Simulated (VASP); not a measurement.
# Si2Ni (Fm-3m) in VASP: a series of runs

The runs below take Si2Ni through single point, with BLYP, PBEsol.

Program: VASP 6.6.1. These are calculated values, not measurements. Logs are shortened: lines on timing, memory, paths and dates and some standing lists are left out, and cuts for length are marked.

### Step 1. The cell of the first run

Symmetry: Fm-3m, No. 225, cubic system. The conventional cell has a = 5.406 Å, b = 5.406 Å, c = 5.406 Å, α = 90.00°, β = 90.00°, γ = 90.00°. Ni (site symmetry m-3m) has 8 Si at 2.34 Å within 3.1 Å. Si (site symmetry -43m) has 4 Ni at 2.34 Å and 6 Si at 2.70 Å within 3.1 Å.

### Step 2. Single point, BLYP, collinear spin, ferromagnetic start

The input, INCAR:

```
SYSTEM = Si2Ni
AGGAC = 1.0
AGGAX = 1.0
ALDAC = 0.0
ALDAX = 1.0
ALGO = Normal
EDIFF = 1E-6
ENCUT = 590
GGA = B5
GGA_COMPAT = .FALSE.
ISIF = 2
ISMEAR = -1
ISPIN = 2
LASPH = .TRUE.
LCHARG = .FALSE.
LMAXMIX = 4
LORBIT = 11
LREAL = .FALSE.
LWAVE = .FALSE.
MAGMOM = 1 0 0
NBANDS = 24
NELM = 200
PREC = Accurate
SIGMA = 0.05
```

The input, KPOINTS:

```
k-points
0
G
  5 5 5
  0 0 0
```

The input, POSCAR:

```
Si2Ni
1.0
    0.0000000000      2.7030000000      2.7030000000
    2.7030000000      0.0000000000      2.7030000000
    2.7030000000      2.7030000000      0.0000000000
Ni Si
1 2
Direct
    0.0000000000      0.0000000000      0.0000000000
    0.7500000000      0.7500000000      0.7500000000
    0.2500000000      0.2500000000      0.2500000000
```

Potentials or basis: VASP PAW PBE potentials, release 64 (Ni_sv_GW, Si).

Run with:

```bash
$ cat potpaw_PBE.64/Ni_sv_GW/POTCAR potpaw_PBE.64/Si/POTCAR > POTCAR
$ mpirun -np 1 vasp_std > vasp.out
```

OUTCAR:

```text
SYSTEM = Si2Ni
   EDIFF = 1E-6
   ENCUT = 590
   GGA = B5
   ISIF = 2
   ISMEAR = -1
   ISPIN = 2
   LASPH = .TRUE.
   LORBIT = 11
   LREAL = .FALSE.
   NELM = 200
   PREC = Accurate

 ion  position               nearest neighbor table
   1  0.000  0.000  0.000-   2 2.34   2 2.34   3 2.34   3 2.34   2 2.34   2 2.34   3 2.34   3 2.34

   2  0.750  0.750  0.750-   1 2.34   1 2.34   1 2.34   1 2.34   3 2.70   3 2.70   3 2.70   3 2.70
                             3 2.70   3 2.70
   3  0.250  0.250  0.250-   1 2.34   1 2.34   1 2.34   1 2.34   2 2.70   2 2.70   2 2.70   2 2.70
                             2 2.70   2 2.70

  LATTYP: Found a face centered cubic cell.
 ALAT       =     5.4060000000

  Lattice vectors:

 A1 = (   0.0000000000,   2.7030000000,   2.7030000000)
 A2 = (   2.7030000000,   0.0000000000,   2.7030000000)
 A3 = (   2.7030000000,   2.7030000000,   0.0000000000)

Analysis of symmetry for initial positions (statically):
=====================================================================
 Subroutine PRICEL returns:
 Original cell was already a primitive cell.

 Routine SETGRP: Setting up the symmetry group for a
 face centered cubic supercell.

 Subroutine GETGRP returns: Found 48 space group operations
 (whereof 48 operations were pure point group operations)
 out of a pool of 48 trial point group operations.

The static configuration has the point symmetry O_h .

Analysis of symmetry for dynamics (positions and initial velocities):
=====================================================================
 Subroutine PRICEL returns:
 Original cell was already a primitive cell.

 Routine SETGRP: Setting up the symmetry group for a
 face centered cubic supercell.

 Subroutine GETGRP returns: Found 48 space group operations
 (whereof 48 operations were pure point group operations)
 out of a pool of 48 trial point group operations.

The dynamic configuration has the point symmetry O_h .

Analysis of structural, dynamic, and magnetic symmetry:
=====================================================================
 Subroutine PRICEL returns:
 Original cell was already a primitive cell.

 Routine SETGRP: Setting up the symmetry group for a
 face centered cubic supercell.

 Subroutine GETGRP returns: Found 48 space group operations
 (whereof 48 operations were pure point group operations)
 out of a pool of 48 trial point group operations.

The overall configuration has the point symmetry O_h .

 Subroutine INISYM returns: Found 48 space group operations
 (whereof 48 operations are pure point group operations),
 and found     1 'primitive' translations

----------------------------------------------------------------------------------------

                                     Primitive cell

  volume of cell :      39.4974

  direct lattice vectors                    reciprocal lattice vectors
     0.000000000  2.703000000  2.703000000    -0.184979652  0.184979652  0.184979652
     2.703000000  0.000000000  2.703000000     0.184979652 -0.184979652  0.184979652
     2.703000000  2.703000000  0.000000000     0.184979652  0.184979652 -0.184979652

  length of vectors
     3.822619259  3.822619259  3.822619259     0.320394156  0.320394156  0.320394156

  position of ions in fractional coordinates (direct lattice)
     0.000000000  0.000000000  0.000000000
     0.750000000  0.750000000  0.750000000
     0.250000000  0.250000000  0.250000000

  ion indices of the primitive-cell ions
   primitive index   ion index
                 1           1
                 2           2
                 3           3

----------------------------------------------------------------------------------------

 KPOINTS: k-points

Automatic generation of k-mesh.
 Grid dimensions read from file:
 generate k-points for:    5    5    5

 Generating k-lattice:

  Cartesian coordinates                     Fractional coordinates (reciprocal lattice)
    -0.036995930  0.036995930  0.036995930     0.200000000  0.000000000  0.000000000
     0.036995930 -0.036995930  0.036995930     0.000000000  0.200000000  0.000000000
     0.036995930  0.036995930 -0.036995930     0.000000000  0.000000000  0.200000000

  Length of vectors
     0.064078831  0.064078831  0.064078831

  Shift w.r.t. Gamma in fractional coordinates (k-lattice)
     0.000000000  0.000000000  0.000000000

 Subroutine IBZKPT returns following result:
 ===========================================

 Found     10 irreducible k-points:

 Following reciprocal coordinates:
            Coordinates               Weight
  0.000000  0.000000  0.000000      1.000000
  0.200000  0.000000  0.000000      8.000000
  0.400000  0.000000  0.000000      8.000000
  0.200000  0.200000  0.000000      6.000000
  0.400000  0.200000  0.000000     24.000000
 -0.400000  0.200000  0.000000     24.000000
 -0.200000  0.200000  0.000000     12.000000
  0.400000  0.400000  0.000000      6.000000
 -0.400000  0.400000  0.000000     12.000000
 -0.400000  0.400000  0.200000     24.000000
   k-points           NKPTS =     10   k-points in BZ     NKDIM =     10   number of bands    NBANDS=     24
   number of dos      NEDOS =    301   number of ions     NIONS =      3
   total plane-waves  NPLWV =  27000
   dimension x,y,z NGX =    30 NGY =   30 NGZ =   30
   dimension x,y,z NGXF=    60 NGYF=   60 NGZF=   60
   ions per type =               1   2
   NGX,Y,Z   is equivalent  to a cutoff of  13.05, 13.05, 13.05 a.u.
   NGXF,Y,Z  is equivalent  to a cutoff of  26.09, 26.09, 26.09 a.u.
 SYSTEM =  Si2Ni
   PREC   = accura    normal or accurate (medium, high low for compatibility)
   ISTART =      0    job   : 0-new  1-cont  2-samecut
   ICHARG =      2    charge: 1-file 2-atom 10-const
   ISPIN  =      2    spin polarized calculation?
   LNONCOLLINEAR =      F non collinear calculations
   LSORBIT =      F    spin-orbit coupling
   LASPH  =      T    aspherical Exc in radial PAW
   ENCUT  =  590.0 eV  43.36 Ry    6.59 a.u.   7.57  7.57  7.57*2*pi/ulx,y,z
   NELM   =    200;   NELMIN=  2; NELMDL= -5     # of ELM steps
   EDIFF  = 0.1E-05   stopping-criterion for ELM
   LREAL  =      F    real-space projection
   EDIFFG = 0.1E-04   stopping-criterion for IOM
   NSW    =      0    number of steps for IOM
   IBRION =     -1    ionic relax: 0-MD 1-quasi-New 2-CG
   NFREE  =      0    steps in history (QN), initial steepest desc. (CG)
   ISIF   =      2    stress and relaxation
   ISYM   =      2    0-nonsym 1-usesym 2-fastsym
   POTIM  = 0.5000    time-step for ionic-motion
   TEBEG  =    0.0;   TEEND  =   0.0 temperature during run
   PSTRESS=    0.0 pullay stress
   NELECT =      26.0000    total number of electrons
   NUPDOWN=      -1.0000    fix difference up-down
   EMIN   =  10.00;   EMAX   =-10.00  energy-range for DOS
   EFERMI =   0.00;   METHOD = LEGACY
   ISMEAR =    -1;   SIGMA  =   0.05  broadening in eV -4-tet -1-fermi 0-gaus
   EFERMI_NEDOS =   21; number of points for ismear=-14 and -15
   IALGO  =     38    algorithm
   IMIX   =      4    mixing-type and parameters
     AMIX     =   0.40;   BMIX     =  1.00
     AMIX_MAG =   1.60;   BMIX_MAG =  1.00
  volume/ion in A,a.u.               =      13.17        88.85
  Fermi-wavevector in a.u.,A,eV,Ry     =   1.424109  2.691176 27.593792  2.028086
  Thomas-Fermi vector in A             =   2.544635
   LORBIT       =     11    0 simple, 1 ext, 2 COOP (PROOUT), +10 PAW based schemes
   GGA     = B5    functional components
   LHFCALC =     F    Hartree Fock is set to
   AEXX    =    0.0000 exact exchange contribution
   IVDW    =     0    specifies the selected vdW correction
   LEPSILON=     F    determine dielectric tensor
   LRPA    =     F    only Hartree local field effects (RPA)
 spin polarized calculation
  energy-cutoff  :      590.00
  volume of cell :       39.50
 maximum number of plane-waves:      1307
 NGX is ok and might be reduce to    30
   NGX = 15   NGY = 15   NGZ = 15

 number of electron      26.0000010 magnetization       0.0002003

 number of electron      25.9999996 magnetization      -0.0035132

 Free energy of the ion-electron system (eV)
  ---------------------------------------------------
  ext. energy  EPLUGINS =         0.00000000
  ---------------------------------------------------
  free energy    TOTEN  =       -15.28938505 eV

  energy without entropy =      -15.28085605  energy(sigma->0) =      -15.28512055

 E-fermi :  10.5747     XC(G=0): -11.1005

 val. band max:       10.2476464355   @ k =  -0.2000   0.2000   0.0000
 cond. band min:      10.5806836583   @ k =  -0.4000   0.4000   0.0000
 fundamental gap:      0.3330372228
 Fermi energy:        10.5747238410

 spin component 1

 k-point     1 :       0.0000    0.0000    0.0000
  band No.  band energies     occupation
      1     -93.6431      1.00000
      2     -54.3198      1.00000
      3     -54.3198      1.00000
      4     -54.3198      1.00000
      5      -3.2882      1.00000
      6       5.2877      1.00000
[... 259 lines left out ...]
     23      24.5895      0.00000
     24      25.7933      0.00000
 Fermi energy:        10.5747238410

 spin component 2

 k-point     1 :       0.0000    0.0000    0.0000
  band No.  band energies     occupation
      1     -93.6434      1.00000
      2     -54.3201      1.00000
      3     -54.3201      1.00000
      4     -54.3201      1.00000
      5      -3.2893      1.00000
      6       5.2870      1.00000
[... 259 lines left out ...]
     23      24.5884      0.00000
     24      25.7917      0.00000

------------------------ aborting loop because EDIFF is reached ----------------------------------------

  FORCE on cell =-STRESS in cart. coord.  units (eV):
  Direction    XX          YY          ZZ          XY          YZ          ZX
  --------------------------------------------------------------------------------------
  -------------------------------------------------------------------------------------
  Total        2.5828013      2.5828013      2.5828013     -0.0000000      0.0000000     -0.0000000
  in kB      104.7691579    104.7691579    104.7691579     -0.0000000      0.0000000     -0.0000000
  external PRESSURE =     104.7691579 kB  Pullay stress =       0.0000000 kB

 VOLUME and BASIS-vectors are now :
 -----------------------------------------------------------------------------
  energy-cutoff  :      590.00
  volume of cell :       39.50
      direct lattice vectors                 reciprocal lattice vectors
     0.000000000  2.703000000  2.703000000    -0.184979652  0.184979652  0.184979652
     2.703000000  0.000000000  2.703000000     0.184979652 -0.184979652  0.184979652
     2.703000000  2.703000000  0.000000000     0.184979652  0.184979652 -0.184979652

 POSITION                                       TOTAL-FORCE (eV/Angst)
 -----------------------------------------------------------------------------------
      0.00000      0.00000      0.00000         0.000000     -0.000000      0.000000
      4.05450      4.05450      4.05450        -0.000000     -0.000000     -0.000000
      1.35150      1.35150      1.35150         0.000000      0.000000      0.000000
 -----------------------------------------------------------------------------------
    total drift:                                0.000000     -0.000000     -0.000000

  FREE ENERGIE OF THE ION-ELECTRON SYSTEM (eV)
  ---------------------------------------------------
  free  energy   TOTEN  =       -15.2893850500 eV

  energy  without entropy=      -15.2808560519  energy(sigma->0) =      -15.28512055

 total charge

# of ion       s       p       d       f       tot
--------------------------------------------------
    1        2.271   6.495   7.880   0.003  16.650
    2        0.754   0.856   0.000   0.000   1.609
    3        0.754   0.856   0.000   0.000   1.609
--------------------------------------------------
tot          3.778   8.207   7.880   0.003  19.869

 magnetization (x)

# of ion       s       p       d       f       tot
--------------------------------------------------
    1       -0.000  -0.000  -0.000  -0.000  -0.000
    2       -0.000  -0.000   0.000   0.000  -0.000
    3       -0.000  -0.000   0.000   0.000  -0.000
--------------------------------------------------
tot         -0.000  -0.000  -0.000  -0.000  -0.000
```

It took 2 min on 1 thread of AMD EPYC 7R43 (Zen 3), shared host; peak memory 0.17 GiB.

What came out:

```yaml
Free_energy: -15.2894 eV
Pressure: 10.5 GPa
Band_gap_on_the_k_mesh: zero (filled and empty bands overlap)
Net_moment: 0.00 μB per cell
Valence_electrons_inside_the_program's_atomic_spheres: Ni 16.65; Si 1.61
```

Levels at points of the mesh, in eV from the Fermi level:
Spin up:
| k point | band 11 | band 12 | band 13 | band 14 | band 15 | band 16 |
| --- | --- | --- | --- | --- | --- | --- |
| (0.00, 0.00, 0.00) | -0.59 | 1.66 | 1.66 | 1.66 | 2.33 | 2.33 |
Spin down:
```
           k point  band 11  band 12  band 13  band 14  band 15  band 16
(0.00, 0.00, 0.00)    -0.59     1.66     1.66     1.66     2.33     2.33
```

Caveat: the k points lie up to 0.40 Å⁻¹ apart; the PAW data sets were made with another functional, which shifts forces and pressure a little.

### Step 3. Single point, PBEsol

The input, INCAR:

```
PREC = Accurate ; ENCUT = 520
EDIFF = 1E-6 ; ISMEAR = -1
SIGMA = 0.05 ; LREAL = False
LASPH = True ; NELM = 60
ALGO = Normal ; ISIF = 2
LWAVE = False ; LCHARG = False
GGA = PS ; NBANDS = 16
```

The input, KPOINTS:

```
regular mesh
0
Gamma
  9 9 9
```

POSCAR is that of step 2.

Potentials or basis: VASP PAW PBE potentials, release 64 (Ni, Si).

Run with:

```bash
$ cat potpaw_PBE.64/Ni/POTCAR potpaw_PBE.64/Si/POTCAR > POTCAR
$ mpirun -np 1 vasp_std > vasp.out
```

Run time: 22 s. Hardware: 1 thread of Intel Xeon Platinum 8259CL at 2.50GHz (Skylake/Cascade Lake), shared host; peak memory 0.16 GiB.

It converged, with:

- Free energy: -18.9841 eV
- Pressure: -0.8 GPa
- Band gap on the k mesh: zero (band 9 reaches 12.08 eV, above the bottom of band 10 at 9.95 eV)

Levels at points of the mesh, in eV from the Fermi level:
```csv
k point,band 6,band 7,band 8,band 9,band 10,band 11,band 12,band 13
"(0.00, 0.00, 0.00)",-3.54,-0.29,1.70,1.70,1.70,2.23,2.23,2.23
```

Caveat: the PAW data sets were made with another functional, which shifts forces and pressure a little. Spin polarisation is off, so any magnetic state and its effect on volume and gap are missing.

### Step 4. Single point, PBEsol, collinear spin, ferromagnetic start

The input, INCAR:

```
PREC = Accurate
ENCUT = 520
EDIFF = 1E-6
ISMEAR = -1
SIGMA = 0.05
LREAL = F
LASPH = T
NELM = 150
ALGO = Normal
ISIF = 2
LWAVE = F
LCHARG = T
ISPIN = 2
MAGMOM = 0.49 0 0
LORBIT = 11
LMAXMIX = 4
GGA = PS
LELF = T
LVHAR = T
NBANDS = 20
```

The input, KPOINTS:

```
Automatic mesh
0
Gamma
  9 9 9
```

POSCAR is that of step 3.

Run with:

```bash
$ cat potpaw_PBE.64/Ni/POTCAR potpaw_PBE.64/Si/POTCAR > POTCAR
$ mpirun -np 1 vasp_std > vasp.out
```

It took 58 s on 1 thread of Intel Xeon Platinum 8259CL at 2.50GHz (Skylake/Cascade Lake), shared host; peak memory 0.19 GiB.

It converged, with:

| Quantity | Value |
| --- | --- |
| Free energy | -18.9841 eV |
| Pressure | -0.8 GPa |
| Band gap on the k mesh | zero (filled and empty bands overlap) |
| Net moment | 0.00 μB per cell |
| Valence electrons inside the program's atomic spheres | Ni 9.83; Si 1.58 |

Levels at points of the mesh, in eV from the Fermi level:
Spin up:
```csv
k point,band 7,band 8,band 9,band 10,band 11,band 12
"(0.00, 0.00, 0.00)",-0.29,1.70,1.70,1.70,2.23,2.23
```
Spin down:
| k point | band 7 | band 8 | band 9 | band 10 | band 11 | band 12 |
| --- | --- | --- | --- | --- | --- | --- |
| (0.00, 0.00, 0.00) | -0.29 | 1.70 | 1.70 | 1.70 | 2.23 | 2.23 |

Caveat: the PAW data sets were made with another functional, which shifts forces and pressure a little.

### Step 5. Single point, PBEsol, collinear spin, ferromagnetic start

The input, INCAR:

```
  PREC = Accurate
  ENCUT = 520
  EDIFF = 1E-6
  ISMEAR = -1
  SIGMA = 0.05
  LREAL = False
  LASPH = True
  NELM = 150
  ALGO = Normal
  ISIF = 2
  LWAVE = False
  LCHARG = False
  ISPIN = 2
  MAGMOM = 2.5 0 0
  LORBIT = 11
  LMAXMIX = 4
  GGA = PS
  NBANDS = 20
```

KPOINTS is that of step 4.

POSCAR is that of step 4.

Run with:

```bash
$ cat potpaw_PBE.64/Ni/POTCAR potpaw_PBE.64/Si/POTCAR > POTCAR
$ mpirun -np 1 vasp_std > vasp.out
```

Run time: 53 s. Hardware: 1 thread of Intel Xeon Platinum 8259CL at 2.50GHz (Skylake/Cascade Lake), shared host; peak memory 0.19 GiB.

Results (log left out):

```yaml
Free_energy: -18.9841 eV
Pressure: -0.7 GPa
Band_gap_on_the_k_mesh: zero (filled and empty bands overlap)
Net_moment: 0.00 μB per cell
Valence_electrons_inside_the_program's_atomic_spheres: Ni 9.83; Si 1.58
```

Levels at points of the mesh, in eV from the Fermi level:
Spin up:
```
           k point  band 6  band 7  band 8  band 9  band 10  band 11  band 12  band 13
(0.00, 0.00, 0.00)   -3.54   -0.29    1.70    1.70     1.70     2.23     2.23     2.23
```
Spin down:
```csv
k point,band 6,band 7,band 8,band 9,band 10,band 11,band 12,band 13
"(0.00, 0.00, 0.00)",-3.54,-0.29,1.70,1.70,1.70,2.23,2.23,2.23
```

Caveat: the starting moments collapsed, and a magnetic state may lie lower; the PAW data sets were made with another functional, which shifts forces and pressure a little.

### Step 6. Summary

| level | potentials or basis | spin | k mesh | cutoff (eV) | second run | gap on the mesh (eV) | pressure (GPa) | moment (μB) |
| --- | --- | --- | --- | --- | --- | --- | --- | --- |
| BLYP | VASP PAW PBE potentials, release 64 (Ni_sv_GW, Si) | collinear, ferromagnetic start | 5 × 5 × 5 | 590 | valence_matched | none | 10.5 | 0.00 |
| PBEsol | VASP PAW PBE potentials, release 64 (Ni, Si) | off | 9 × 9 × 9 | 520 | - | none | -0.8 | - |
| PBEsol | VASP PAW PBE potentials, release 64 (Ni, Si) | collinear, ferromagnetic start | 9 × 9 × 9 | 520 | - | none | -0.8 | 0.00 |

Alike in all rows: task single point; cell as given; smearing fermi-dirac 0.05 eV.

Caveats: some runs use coarse meshes; the PAW data sets were made with another functional, which shifts forces and pressure a little.

Total energies depend on the potentials used, so only differences within one code and one set of settings carry meaning.
